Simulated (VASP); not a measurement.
# Be2Si (Fm-3m) in VASP: further runs

The runs below take Be2Si through single point, with r2SCAN, r2SCAN+rVV10.

Program: VASP 6.6.1. These are calculated values, not measurements. Logs are shortened: lines on timing, memory, paths and dates and some standing lists are left out, and cuts for length are marked.

**1. The cell of the first run**

It takes space group Fm-3m (No. 225, cubic). The conventional cell has a = 5.283 Å, b = 5.283 Å, c = 5.283 Å, α = 90.00°, β = 90.00°, γ = 90.00°. Within 3.0 Å of Si (site symmetry m-3m) lie 8 Be at 2.29 Å. Within 3.0 Å of Be (site symmetry -43m) lie 4 Si at 2.29 Å and 6 Be at 2.64 Å.

**2. Single point, r2SCAN**

Input file POSCAR:

```
Be2Si
1.0
    0.0000000000      2.6413830409      2.6413830409
    2.6413830409      0.0000000000      2.6413830409
    2.6413830409      2.6413830409      0.0000000000
Si Be
1 2
Direct
    0.0000000000      0.0000000000      0.0000000000
    0.2500000000      0.2500000000      0.2500000000
    0.7500000000      0.7500000000      0.7500000000
```

Input file INCAR.step1:

```
ALGO = Normal
EDIFF = 1E-4
ENCUT = 520
GGA = PE
ISMEAR = 1
LASPH = T
LCHARG = F
LREAL = F
LWAVE = T
NBANDS = 11
NELM = 80
PREC = Accurate
SIGMA = 0.001
```

Input file INCAR.step2:

```
ALGO = Normal
EDIFF = 1E-7
ENCUT = 520
ISIF = 2
ISMEAR = 1
ISTART = 1
LASPH = T
LCHARG = T
LELF = T
LMIXTAU = T
LREAL = F
LVHAR = T
LWAVE = F
METAGGA = R2SCAN
NBANDS = 11
NELM = 80
PREC = Accurate
SIGMA = 0.001
```

Input file KPOINTS:

```
k-points
0
Gamma
  6 6 6
```

Potentials or basis: VASP PAW PBE potentials, release 64 (Si, Be).

Run with:

```bash
$ cat potpaw_PBE.64/Si/POTCAR potpaw_PBE.64/Be/POTCAR > POTCAR
$ cp INCAR.step1 INCAR
$ mpirun -np 1 vasp_std > vasp.out
$ cp INCAR.step2 INCAR
$ mpirun -np 1 vasp_std > vasp.out
```

OUTCAR:

```text
EDIFF = 1E-7
   ENCUT = 520
   ISIF = 2
   ISMEAR = 1
   ISTART = 1
   LASPH = T
   LREAL = F
   METAGGA = R2SCAN
   NELM = 80
   PREC = Accurate

 ion  position               nearest neighbor table
   1  0.000  0.000  0.000-   3 2.29   3 2.29   3 2.29   2 2.29   3 2.29   2 2.29   2 2.29   2 2.29

   2  0.250  0.250  0.250-   1 2.29   1 2.29   1 2.29   1 2.29
   3  0.750  0.750  0.750-   1 2.29   1 2.29   1 2.29   1 2.29

  LATTYP: Found a face centered cubic cell.
 ALAT       =     5.2827660818

  Lattice vectors:

 A1 = (   0.0000000000,   2.6413830409,   2.6413830409)
 A2 = (   2.6413830409,   0.0000000000,   2.6413830409)
 A3 = (   2.6413830409,   2.6413830409,   0.0000000000)

Analysis of symmetry for initial positions (statically):
=====================================================================
 Subroutine PRICEL returns:
 Original cell was already a primitive cell.

 Routine SETGRP: Setting up the symmetry group for a
 face centered cubic supercell.

 Subroutine GETGRP returns: Found 48 space group operations
 (whereof 48 operations were pure point group operations)
 out of a pool of 48 trial point group operations.

The static configuration has the point symmetry O_h .

Analysis of symmetry for dynamics (positions and initial velocities):
=====================================================================
 Subroutine PRICEL returns:
 Original cell was already a primitive cell.

 Routine SETGRP: Setting up the symmetry group for a
 face centered cubic supercell.

 Subroutine GETGRP returns: Found 48 space group operations
 (whereof 48 operations were pure point group operations)
 out of a pool of 48 trial point group operations.

The dynamic configuration has the point symmetry O_h .

 Subroutine INISYM returns: Found 48 space group operations
 (whereof 48 operations are pure point group operations),
 and found     1 'primitive' translations

----------------------------------------------------------------------------------------

                                     Primitive cell

  volume of cell :      36.8574

  direct lattice vectors                    reciprocal lattice vectors
     0.000000000  2.641383041  2.641383041    -0.189294772  0.189294772  0.189294772
     2.641383041  0.000000000  2.641383041     0.189294772 -0.189294772  0.189294772
     2.641383041  2.641383041  0.000000000     0.189294772  0.189294772 -0.189294772

  length of vectors
     3.735479720  3.735479720  3.735479720     0.327868162  0.327868162  0.327868162

  position of ions in fractional coordinates (direct lattice)
     0.000000000  0.000000000  0.000000000
     0.250000000  0.250000000  0.250000000
     0.750000000  0.750000000  0.750000000

  ion indices of the primitive-cell ions
   primitive index   ion index
                 1           1
                 2           2
                 3           3

----------------------------------------------------------------------------------------

 KPOINTS: k-points

Automatic generation of k-mesh.
 Grid dimensions read from file:
 generate k-points for:    6    6    6

 Generating k-lattice:

  Cartesian coordinates                     Fractional coordinates (reciprocal lattice)
    -0.031549129  0.031549129  0.031549129     0.166666667  0.000000000  0.000000000
     0.031549129 -0.031549129  0.031549129     0.000000000  0.166666667  0.000000000
     0.031549129  0.031549129 -0.031549129     0.000000000  0.000000000  0.166666667

  Length of vectors
     0.054644694  0.054644694  0.054644694

  Shift w.r.t. Gamma in fractional coordinates (k-lattice)
     0.000000000  0.000000000  0.000000000

 Subroutine IBZKPT returns following result:
 ===========================================

 Found     16 irreducible k-points:

 Following reciprocal coordinates:
            Coordinates               Weight
  0.000000  0.000000  0.000000      1.000000
  0.166667  0.000000  0.000000      8.000000
  0.333333  0.000000  0.000000      8.000000
  0.500000  0.000000  0.000000      4.000000
  0.166667  0.166667  0.000000      6.000000
  0.333333  0.166667  0.000000     24.000000
[... 8 lines left out ...]
 -0.333333  0.333333  0.166667     24.000000
 -0.333333  0.500000  0.166667     12.000000
   k-points           NKPTS =     16   k-points in BZ     NKDIM =     16   number of bands    NBANDS=     11
   number of dos      NEDOS =    301   number of ions     NIONS =      3
   total plane-waves  NPLWV =  21952
   dimension x,y,z NGX =    28 NGY =   28 NGZ =   28
   dimension x,y,z NGXF=    56 NGYF=   56 NGZF=   56
   ions per type =               1   2
   NGX,Y,Z   is equivalent  to a cutoff of  12.46, 12.46, 12.46 a.u.
   NGXF,Y,Z  is equivalent  to a cutoff of  24.92, 24.92, 24.92 a.u.
 SYSTEM =  unknown system
   PREC   = accura    normal or accurate (medium, high low for compatibility)
   ISTART =      1    job   : 0-new  1-cont  2-samecut
   ICHARG =      0    charge: 1-file 2-atom 10-const
   ISPIN  =      1    spin polarized calculation?
   LNONCOLLINEAR =      F non collinear calculations
   LSORBIT =      F    spin-orbit coupling
   LASPH  =      T    aspherical Exc in radial PAW
   ENCUT  =  520.0 eV  38.22 Ry    6.18 a.u.   6.95  6.95  6.95*2*pi/ulx,y,z
   NELM   =     80;   NELMIN=  2; NELMDL=  0     # of ELM steps
   EDIFF  = 0.1E-06   stopping-criterion for ELM
   LREAL  =      F    real-space projection
   EDIFFG = 0.1E-05   stopping-criterion for IOM
   NSW    =      0    number of steps for IOM
   IBRION =     -1    ionic relax: 0-MD 1-quasi-New 2-CG
   NFREE  =      0    steps in history (QN), initial steepest desc. (CG)
   ISIF   =      2    stress and relaxation
   ISYM   =      2    0-nonsym 1-usesym 2-fastsym
   POTIM  = 0.5000    time-step for ionic-motion
   TEBEG  =    0.0;   TEEND  =   0.0 temperature during run
   PSTRESS=    0.0 pullay stress
   NELECT =       8.0000    total number of electrons
   NUPDOWN=      -1.0000    fix difference up-down
   EMIN   =  10.00;   EMAX   =-10.00  energy-range for DOS
   EFERMI =   0.00;   METHOD = LEGACY
   ISMEAR =     1;   SIGMA  =   0.00  broadening in eV -4-tet -1-fermi 0-gaus
   EFERMI_NEDOS =   21; number of points for ismear=-14 and -15
   IALGO  =     38    algorithm
   IMIX   =      4    mixing-type and parameters
     AMIX     =   0.40;   BMIX     =  1.00
     AMIX_MAG =   1.60;   BMIX_MAG =  1.00
  volume/ion in A,a.u.               =      12.29        82.91
  Fermi-wavevector in a.u.,A,eV,Ry     =   0.983853  1.859212 13.169980  0.967966
  Thomas-Fermi vector in A             =   2.115042
   LORBIT       =      0    0 simple, 1 ext, 2 COOP (PROOUT), +10 PAW based schemes
   METAGGA = R2SCAN    functional components
   LHFCALC =     F    Hartree Fock is set to
   AEXX    =    0.0000 exact exchange contribution
   IVDW    =     0    specifies the selected vdW correction
   LEPSILON=     F    determine dielectric tensor
   LRPA    =     F    only Hartree local field effects (RPA)
 non-spin polarized calculation
 Methfessel and Paxton  Order N= 1 SIGMA  =   0.00
  energy-cutoff  :      520.00
  volume of cell :       36.86
 maximum number of plane-waves:      1018
   NGX = 13   NGY = 13   NGZ = 13

 number of electron       8.0000000 magnetization

 Free energy of the ion-electron system (eV)
  ---------------------------------------------------
  ext. energy  EPLUGINS =         0.00000000
  ---------------------------------------------------
  free energy    TOTEN  =       -16.68550993 eV

  energy without entropy =      -16.68550993  energy(sigma->0) =      -16.68550993

 E-fermi :   6.5347     XC(G=0): -10.4628

 val. band max:        6.5085831807   @ k =   0.5000   0.5000   0.0000
 cond. band min:       6.6633766159   @ k =   0.3333   0.3333   0.0000
 fundamental gap:      0.1547934352
 Fermi energy:         6.5347146229

 k-point     1 :       0.0000    0.0000    0.0000
  band No.  band energies     occupation
      1      -6.0329      2.00000
      2       7.2303      0.00000
      3       7.2303      0.00000
      4       7.2303      0.00000
      5       7.5555      0.00000
      6       7.5555      0.00000
      7       7.5555      0.00000
      8      13.5460      0.00000
      9      14.7969      0.00000
     10      14.9036      0.00000
     11      14.9036      0.00000

 k-point     2 :       0.1667    0.0000    0.0000
  band No.  band energies     occupation
      1      -5.6497      2.00000
      2       4.0171      2.00000
      3       6.1435      2.00000
      4       6.1435      2.00000
      5       8.6897      0.00000
      6       8.6897      0.00000
      7       9.2471      0.00000
      8      13.1699      0.00000
      9      13.1699      0.00000
     10      13.9210      0.00000
     11      15.1785      0.00000

 k-point     3 :       0.3333    0.0000    0.0000
  band No.  band energies     occupation
      1      -4.5526      2.00000
      2       0.7855      2.00000
      3       5.4654      2.00000
      4       5.4654      2.00000
      5       8.5281      0.00000
      6       8.5281      0.00000
      7       9.5462      0.00000
      8      13.7784      0.00000
      9      14.4902      0.00000
     10      14.4902      0.00000
     11      16.6965      0.00000
[... 155 lines left out ...]
 k-point    15 :      -0.3333    0.3333    0.1667
  band No.  band energies     occupation
      1      -2.6199      2.00000
      2      -0.1011      2.00000
      3       1.7723      2.00000
      4       2.7102      2.00000
      5       9.4537      0.00000
      6       9.6355      0.00000
      7      12.9555      0.00000
      8      13.2939      0.00000
      9      14.0290      0.00000
     10      16.9502      0.00000
     11      18.9876      0.00000

 k-point    16 :      -0.3333    0.5000    0.1667
  band No.  band energies     occupation
      1      -2.2302      2.00000
      2       0.2908      2.00000
      3       1.5144      2.00000
      4       1.6767      2.00000
      5       8.5149      0.00000
      6       9.6667      0.00000
      7      12.3111      0.00000
      8      14.4550      0.00000
      9      15.4105      0.00000
     10      18.0154      0.00000
     11      19.8131      0.00000

------------------------ aborting loop because EDIFF is reached ----------------------------------------

  FORCE on cell =-STRESS in cart. coord.  units (eV):
  Direction    XX          YY          ZZ          XY          YZ          ZX
  --------------------------------------------------------------------------------------
  -------------------------------------------------------------------------------------
  Total        0.0267837      0.0267837      0.0267837     -0.0000000     -0.0000000     -0.0000000
  in kB        1.1642798      1.1642798      1.1642798     -0.0000000     -0.0000000     -0.0000000
  external PRESSURE =       1.1642798 kB  Pullay stress =       0.0000000 kB

 VOLUME and BASIS-vectors are now :
 -----------------------------------------------------------------------------
  energy-cutoff  :      520.00
  volume of cell :       36.86
      direct lattice vectors                 reciprocal lattice vectors
     0.000000000  2.641383041  2.641383041    -0.189294772  0.189294772  0.189294772
     2.641383041  0.000000000  2.641383041     0.189294772 -0.189294772  0.189294772
     2.641383041  2.641383041  0.000000000     0.189294772  0.189294772 -0.189294772

 POSITION                                       TOTAL-FORCE (eV/Angst)
 -----------------------------------------------------------------------------------
      0.00000      0.00000      0.00000        -0.000000     -0.000000     -0.000000
      1.32069      1.32069      1.32069         0.000000      0.000000      0.000000
      3.96207      3.96207      3.96207        -0.000000     -0.000000     -0.000000
 -----------------------------------------------------------------------------------
    total drift:                               -0.000000     -0.000000     -0.000000

  FREE ENERGIE OF THE ION-ELECTRON SYSTEM (eV)
  ---------------------------------------------------
  free  energy   TOTEN  =       -16.6855099269 eV

  energy  without entropy=      -16.6855099269  energy(sigma->0) =      -16.68550993
```

Run time: 75 s. Hardware: 1 thread of AMD EPYC 7R13, shared host; peak memory 0.12 GiB.

What came out:

```
Free energy            : -16.6855 eV
Pressure               : 0.1 GPa
Band gap on the k mesh : zero (bands 4 and 5 overlap by 0.72 eV)
```

Levels at points of the mesh, in eV from the Fermi level:
```
           k point  band 1  band 2  band 3  band 4  band 5  band 6  band 7  band 8
(0.00, 0.00, 0.00)  -12.57    0.70    0.70    0.70    1.02    1.02    1.02    7.01
(0.50, 0.00, 0.00)   -9.98   -7.60   -1.26   -1.26    1.60    1.60    3.01    7.12
(0.50, 0.50, 0.00)   -8.95   -6.68   -3.93   -3.93   -0.03    0.74    8.63    8.63
```

Caveat: the PAW data sets were made with another functional, which shifts forces and pressure a little.

**3. Single point, r2SCAN+rVV10**

POSCAR is that of step 2.

Input file INCAR.step1:

```
PREC = Accurate
ENCUT = 520
ISMEAR = -1
SIGMA = 0.02
LREAL = False
LASPH = True
NELM = 100
NBANDS = 11
GGA = PE
ALGO = Normal
EDIFF = 1E-4
LWAVE = True
LCHARG = False
```

Input file INCAR.step2:

```
PREC = Accurate
ENCUT = 520
EDIFF = 1E-6
ISMEAR = -1
SIGMA = 0.02
LREAL = False
LASPH = True
NELM = 100
ALGO = Normal
ISIF = 2
LWAVE = False
LCHARG = False
METAGGA = R2SCAN
LMIXTAU = True
LUSE_VDW = True
IVDW_NL = 2
BPARAM = 11.95
CPARAM = 0.0093
NBANDS = 11
ISTART = 1
```

Input file KPOINTS:

```
Automatic mesh
0
Gamma
  6 6 6
```

Potentials or basis: VASP PAW PBE potentials, release 64 (Si, Be).

Run with:

```bash
$ cat potpaw_PBE.64/Si/POTCAR potpaw_PBE.64/Be/POTCAR > POTCAR
$ cp INCAR.step1 INCAR
$ mpirun -np 1 vasp_std > vasp.out
$ cp INCAR.step2 INCAR
$ mpirun -np 1 vasp_std > vasp.out
```

Wall time 1.7 min (1 thread of AMD EPYC 7R13, shared host); peak memory 0.22 GiB.

Results (log left out):

```yaml
Free_energy: -16.6204 eV
Pressure: -0.1 GPa
Band_gap_on_the_k_mesh: zero (bands 4 and 5 overlap by 0.72 eV)
```

Levels at points of the mesh, in eV from the Fermi level:
| k point | band 1 | band 2 | band 3 | band 4 | band 5 | band 6 | band 7 | band 8 |
| --- | --- | --- | --- | --- | --- | --- | --- | --- |
| (0.00, 0.00, 0.00) | -12.62 | 0.65 | 0.65 | 0.65 | 0.98 | 0.98 | 0.98 | 6.94 |
| (0.50, 0.00, 0.00) | -10.02 | -7.65 | -1.30 | -1.30 | 1.55 | 1.55 | 2.97 | 7.05 |
| (0.50, 0.50, 0.00) | -9.00 | -6.73 | -3.97 | -3.97 | -0.07 | 0.67 | 8.58 | 8.58 |

Caveat: the PAW data sets were made with another functional, which shifts forces and pressure a little.
